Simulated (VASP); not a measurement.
# MgO (P1) in VASP: single point with LDA

Aim: the single point of MgO with LDA.

All numbers are computed with VASP 6.6.1; they aren't measurements. Logs are shortened: lines on timing, memory, paths and dates and some standing lists are left out, and cuts for length are marked.

## Step 1: The cell of the first run

The typed cell holds 16 atoms: a = 5.629 Å, b = 5.629 Å, c = 5.629 Å, α = 60.00°, β = 60.00°, γ = 60.00°.

## Step 2: Single point, LDA

Contents of INCAR:

```
SYSTEM = MgO
ALGO = Normal ; EDIFF = 1E-6
ENCUT = 520 ; GGA = CA
ISIF = 2 ; ISMEAR = -1
LASPH = .TRUE. ; LCHARG = .FALSE.
LREAL = Auto ; LWAVE = .FALSE.
NBANDS = 46 ; NELM = 100
PREC = Accurate ; SIGMA = 0.05
```

Contents of KPOINTS:

```
k-points
0
G
  2 2 2
  0 0 0
```

Contents of POSCAR:

```
MgO
1.0
    0.0000000000      3.9800400000      3.9800400000
    3.9800400000      0.0000000000      3.9800400000
    3.9800400000      3.9800400000      0.0000000000
Mg O
8 8
Direct
   -0.0015703360      0.0077009276     -0.0009673270
    0.0082788113     -0.0057662737      0.4746057829
    0.0130400699      0.5179596185     -0.0221857067
   -0.0125752505      0.5073943980      0.5094295535
    0.5298439212     -0.0155274821     -0.0112561683
    0.5026959528     -0.0025502256      0.5011381795
    0.4912136561      0.4983743882     -0.0046607572
    0.5122184702      0.5049069859      0.4795303565
    0.2563793329      0.2614546587      0.2394448297
    0.2520075175      0.2611782796      0.7400930644
    0.2572587210      0.7347162340      0.2544446789
    0.2613290319      0.7396156823      0.7472789218
    0.7552562286      0.2644571411      0.2527989668
    0.7642134250      0.2697460327      0.7527311283
    0.7786982040      0.7641003608      0.2463919961
    0.7326559532      0.7743640767      0.7427814796
```

Potentials or basis: VASP PAW LDA potentials, release 64 (Mg, O).

Launch:

```sh
$ cat potpaw_LDA.64/Mg/POTCAR potpaw_LDA.64/O/POTCAR > POTCAR
$ mpirun -np 1 vasp_std > vasp.out
```

OUTCAR:

```text
SYSTEM = MgO
   EDIFF = 1E-6
   ENCUT = 520
   GGA = CA
   ISIF = 2
   ISMEAR = -1
   LASPH = .TRUE.
   LREAL = Auto
   NELM = 100
   PREC = Accurate

 ion  position               nearest neighbor table
   1  0.998  0.008  0.999-  15 1.85  14 1.92  10 2.02  13 2.03  11 2.05  12 2.07   2 2.67   5 2.74
                             3 2.78   4 2.78   6 2.81   7 2.81   6 2.82   7 2.82   4 2.84   3 2.86
   2  0.008  0.994  0.475-  13 1.90  11 1.91  16 1.98   9 2.06  12 2.09  14 2.21   1 2.67   4 2.71
                             3 2.76   6 2.77   8 2.80   5 2.80   8 2.83   5 2.84   6 2.87   3 2.88
   3  0.013  0.518  0.978-  12 1.87  10 1.97   9 2.01  13 2.04  15 2.05  16 2.06   5 2.67   7 2.69
                             4 2.74   2 2.76   1 2.78   8 2.81   8 2.82   1 2.86   2 2.88   4 2.89
   4  0.987  0.507  0.509-  14 1.84  15 1.89  10 1.97  11 1.98  16 1.99   9 2.06   2 2.71   3 2.74
                             6 2.74   7 2.77   8 2.77   1 2.78   1 2.84   7 2.87   8 2.87   6 2.89
   5  0.530  0.984  0.989-  16 1.82  15 2.02  14 2.08  11 2.08  10 2.10   9 2.10   3 2.67   8 2.73
                             1 2.74   6 2.79   2 2.80   7 2.81   7 2.83   2 2.84   6 2.85   8 2.90
   6  0.503  0.997  0.501-  16 1.88  15 1.95  12 1.99  10 2.00   9 2.02  13 2.07   4 2.74   2 2.77
                             5 2.79   7 2.80   8 2.81   1 2.81   1 2.82   8 2.82   7 2.83   5 2.85
   7  0.491  0.498  0.995-   9 1.88  14 1.89  12 1.90  11 1.97  16 2.06  13 2.08   3 2.69   4 2.77
                             6 2.80   8 2.81   5 2.81   1 2.81   1 2.82   8 2.83   5 2.83   6 2.83
   8  0.512  0.505  0.480-  13 1.86  11 1.91  12 2.00  10 2.01  14 2.10  15 2.10   5 2.73   4 2.77
                             2 2.80   7 2.81   3 2.81   6 2.81   3 2.82   6 2.82   7 2.83   2 2.83
   9  0.256  0.261  0.239-   7 1.88   3 2.01   6 2.02   4 2.06   2 2.06   5 2.10
  10  0.252  0.261  0.740-   3 1.97   4 1.97   6 2.00   8 2.01   1 2.02   5 2.10
  11  0.257  0.735  0.254-   2 1.91   8 1.91   7 1.97   4 1.98   1 2.05   5 2.08
  12  0.261  0.740  0.747-   3 1.87   7 1.90   6 1.99   8 2.00   1 2.07   2 2.09
  13  0.755  0.264  0.253-   8 1.86   2 1.90   1 2.03   3 2.04   6 2.07   7 2.08
  14  0.764  0.270  0.753-   4 1.84   7 1.89   1 1.92   5 2.08   8 2.10   2 2.21
  15  0.779  0.764  0.246-   1 1.85   4 1.89   6 1.95   5 2.02   3 2.05   8 2.10
  16  0.733  0.774  0.743-   5 1.82   6 1.88   2 1.98   4 1.99   3 2.06   7 2.06

  LATTYP: Found a face centered cubic cell.
 ALAT       =     7.9600800000

  Lattice vectors:

 A1 = (   0.0000000000,   3.9800400000,   3.9800400000)
 A2 = (   3.9800400000,   0.0000000000,   3.9800400000)
 A3 = (   3.9800400000,   3.9800400000,   0.0000000000)

Analysis of symmetry for initial positions (statically):
=====================================================================
 Subroutine PRICEL returns:
 Original cell was already a primitive cell.

 Routine SETGRP: Setting up the symmetry group for a
 face centered cubic supercell.

 Subroutine GETGRP returns: Found  1 space group operations
 (whereof  1 operations were pure point group operations)
[... 142 lines left out ...]
   ISMEAR =    -1;   SIGMA  =   0.05  broadening in eV -4-tet -1-fermi 0-gaus
   EFERMI_NEDOS =   21; number of points for ismear=-14 and -15
   IALGO  =     38    algorithm
   IMIX   =      4    mixing-type and parameters
     AMIX     =   0.40;   BMIX     =  1.00
     AMIX_MAG =   1.60;   BMIX_MAG =  1.00
  volume/ion in A,a.u.               =       7.88        53.18
  Fermi-wavevector in a.u.,A,eV,Ry     =   1.305882  2.467760 23.202406  1.705329
  Thomas-Fermi vector in A             =   2.436722
   LORBIT       =      0    0 simple, 1 ext, 2 COOP (PROOUT), +10 PAW based schemes
   GGA     = CA    functional components
   LHFCALC =     F    Hartree Fock is set to
   AEXX    =    0.0000 exact exchange contribution
   IVDW    =     0    specifies the selected vdW correction
   LEPSILON=     F    determine dielectric tensor
   LRPA    =     F    only Hartree local field effects (RPA)
 non-spin polarized calculation
  energy-cutoff  :      520.00
  volume of cell :      126.09
 maximum number of plane-waves:      3479
 NGX is ok and might be reduce to    42
   NGX = 21   NGY = 21   NGZ = 21

 number of electron      64.0000004 magnetization

 Free energy of the ion-electron system (eV)
  ---------------------------------------------------
  ext. energy  EPLUGINS =         0.00000000
  ---------------------------------------------------
  free energy    TOTEN  =      -104.66546376 eV

  energy without entropy =     -104.66546376  energy(sigma->0) =     -104.66546376

 E-fermi :   5.5938     XC(G=0): -12.4246

 val. band max:        4.4391540501   @ k =   0.0000   0.0000   0.0000
 cond. band min:      10.6506709987   @ k =   0.0000   0.0000   0.0000
 fundamental gap:      6.2115169486
 Fermi energy:         5.5938148211

 k-point     1 :       0.0000    0.0000    0.0000
  band No.  band energies     occupation
      1     -13.7307      2.00000
      2     -12.1138      2.00000
      3     -11.9485      2.00000
      4     -11.8556      2.00000
      5     -11.8213      2.00000
      6     -11.4908      2.00000
[... 365 lines left out ...]
     43      16.7287      0.00000
     44      16.8796      0.00000
 [bands above 44 left out]

------------------------ aborting loop because EDIFF is reached ----------------------------------------

  FORCE on cell =-STRESS in cart. coord.  units (eV):
  Direction    XX          YY          ZZ          XY          YZ          ZX
  --------------------------------------------------------------------------------------
  -------------------------------------------------------------------------------------
  Total       26.1242288     25.3967011     25.9682734     -0.0665329     -0.2751864     -0.4294484
  in kB      331.9416554    322.6974874    329.9600430     -0.8453848     -3.4965939     -5.4566899
  external PRESSURE =     328.1997286 kB  Pullay stress =       0.0000000 kB

 VOLUME and BASIS-vectors are now :
 -----------------------------------------------------------------------------
  energy-cutoff  :      520.00
  volume of cell :      126.09
      direct lattice vectors                 reciprocal lattice vectors
     0.000000000  3.980040000  3.980040000    -0.125626878  0.125626878  0.125626878
     3.980040000  0.000000000  3.980040000     0.125626878 -0.125626878  0.125626878
     3.980040000  3.980040000  0.000000000     0.125626878  0.125626878 -0.125626878

 POSITION                                       TOTAL-FORCE (eV/Angst)
 -----------------------------------------------------------------------------------
      4.00684      7.94998      4.00444        -0.278805      0.495565      1.767197
      5.84604      1.92190      3.99004         1.588384      1.092404      1.240325
      5.95324      3.94364      2.11340        -0.100763      0.748296     -1.546555
      4.04700      5.95754      5.94944        -1.256192      0.883431      1.181063
      7.85348      6.04404      6.02704         2.712075     -1.051665      0.113299
      5.96444      3.99530      5.97064         0.776369     -1.542767      0.325775
[... 8 lines left out ...]
      4.02180      4.07990      6.14040        -0.688276     -1.936880     -2.187918
      6.03830      5.87230      5.99800        -1.332898      1.833631      0.191247
 -----------------------------------------------------------------------------------
    total drift:                                0.004641      0.000011     -0.000987

  FREE ENERGIE OF THE ION-ELECTRON SYSTEM (eV)
  ---------------------------------------------------
  free  energy   TOTEN  =      -104.6654637570 eV

  energy  without entropy=     -104.6654637570  energy(sigma->0) =     -104.66546376
```

stdout:

```text
POSCAR found type information on POSCAR MgO
 POSCAR found :  2 types and      16 ions
 scaLAPACK will be used
 LDA part: xc-table for (Slater(with rela. corr.)+CA(PZ))
 , standard interpolation
 POSCAR, INCAR and KPOINTS ok, starting setup
 FFT: planning ... GRIDC
 FFT: planning ... GRID_SOFT
 FFT: planning ... GRID
 WAVECAR not read
 entering main loop
```

It took 52 s on 1 thread of Intel Xeon Platinum 8488C (Sapphire Rapids), shared host; peak memory 0.22 GiB.

Results:

```
Free energy            : -104.6655 eV
Pressure               : 32.8 GPa
Largest force          : 3.002 eV/Å
Band gap on the k mesh : 6.21 eV
```

Forces in eV/Å, atoms in the order of the input:
```
Mg  -0.279  0.496  1.767
Mg   1.588  1.092  1.240
Mg  -0.101  0.748 -1.547
Mg  -1.256  0.883  1.181
Mg   2.712 -1.052  0.113
Mg   0.776 -1.543  0.326
Mg   0.778  1.109  0.791
Mg   1.015  1.098 -0.367
O   -0.723  0.446 -1.554
O   -0.053  0.850 -0.283
O    0.245 -0.780  1.352
O    0.402 -1.539  1.124
O   -1.337 -0.734  0.071
O   -1.747 -0.972 -2.218
O   -0.688 -1.937 -2.188
O   -1.333  1.834  0.191
```

Stress tensor (GPa, compression positive):
```
33.19 -0.08 -0.55
-0.08 32.27 -0.35
-0.55 -0.35 33.00
```

Caveat: the k points lie up to 0.68 Å⁻¹ apart; forces of over 1 eV/Å act on the atoms, so gaps and moduli don't describe the material at rest.
